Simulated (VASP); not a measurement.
Wanted: the native input for a VASP 6.6.1 run.

| Property | Result |
| --- | --- |
| Task | relaxation of cell and atoms |
| Functional | PBE |
| Potentials or basis | VASP PAW PBE potentials, release 64 (Nb_sv) |
| Cutoff | 600 eV |
| k mesh | 6 × 6 × 4 |
| Occupations | gaussian, width 0.1 eV |
| Spin | no spin polarisation |
| Dipole correction | no |
| Further INCAR settings | ALGO = Normal; EDIFF = 1e-07; IBRION = 2; EDIFFG = -0.04; NSW = 90; ISIF = 3 |

The structure of Nb lies in POSCAR:

```
Nb
1.0
    3.7323992355      0.0000000000      0.0000000000
   -1.8661996178      3.2323525551      0.0000000000
    0.0000000000      0.0000000000      6.1584587387
Nb
4
Direct
    0.3333333333      0.6666666667      0.4375000000
    0.6666666667      0.3333333333      0.9375000000
    0.6666666667      0.3333333333      0.5625000000
    0.3333333333      0.6666666667      0.0625000000
```

This isn't the form of Nb at room conditions, which is bcc.

One way to write it, as run:

INCAR

```
ALGO = Normal
EDIFF = 1E-7
EDIFFG = -0.04
ENCUT = 600
GGA = PE
IBRION = 2
ISIF = 3
ISMEAR = 0
LASPH = True
LCHARG = False
LREAL = False
LWAVE = False
NELM = 60
NSW = 90
PREC = Accurate
SIGMA = 0.1
```

KPOINTS

```
k-points
0
Gamma
  6 6 4
```

Potentials or basis: VASP PAW PBE potentials, release 64 (Nb_sv).

The run is started by

```console
$ cat potpaw_PBE.64/Nb_sv/POTCAR > POTCAR
$ mpirun -np 1 vasp_std > vasp.out
```

Results of the run:

```
Relaxed volume                        : 24.10 Å³/atom
Relaxed cell                          : a = 4.554 Å, b = 4.554 Å, c = 5.367 Å, α = 90.00°, β = 90.00°, γ = 120.00°
Space group after relaxing (to 0.1 Å) : P6/mmm (No. 191)
Pressure after relaxing               : 0.2 GPa
Largest force after relaxing          : 0.021 eV/Å
Band gap on the k mesh                : zero (bands 26 and 27 overlap by 0.56 eV)
```

Caveat: the volume moved by over 15 % at a fixed basis, so the end points are rough.

Wall time 14 min on 1 thread of AMD EPYC 9R45 96-Core Processor (Zen 5) (shared host), peak memory 0.2 GiB.
